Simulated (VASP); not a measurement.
A run of VASP 6.6.1 is set up as follows.

Contents of INCAR:

```
SYSTEM = HgTe
PREC = Accurate ; ENCUT = 520
EDIFF = 1E-6 ; ISMEAR = 0
SIGMA = 0.1 ; LREAL = .False.
LASPH = .True. ; NELM = 60
ALGO = Normal ; ISIF = 2
LWAVE = .False. ; LCHARG = .True.
GGA = PS ; LELF = .True.
LVHAR = .True. ; NBANDS = 16
```

File KPOINTS:

```
regular mesh
0
Gamma
  12 12 12
  0 0 0
```

File POSCAR:

```
HgTe
1.0
    0.0000000000      3.2547153907      3.2547153907
    3.2547153907      0.0000000000      3.2547153907
    3.2547153907      3.2547153907      0.0000000000
Hg Te
1 1
Direct
    0.0000000000      0.0000000000      0.0000000000
    0.2500000000      0.2500000000      0.2500000000
```

Potentials or basis: VASP PAW PBE potentials, release 64 (Hg, Te).

Run with:

```bash
$ cat potpaw_PBE.64/Hg/POTCAR potpaw_PBE.64/Te/POTCAR > POTCAR
$ mpirun -np 1 vasp_std > vasp.out
```

Task: What does it give for the band gap on the k mesh?

Result: Zero (filled and empty bands touch).

Task: Predict the pressure.

Result: 0.1 GPa.

Caveat: the PAW data sets were made with another functional, which shifts forces and pressure a little; spin-orbit coupling is left out, which moves the levels of the heavy elements.
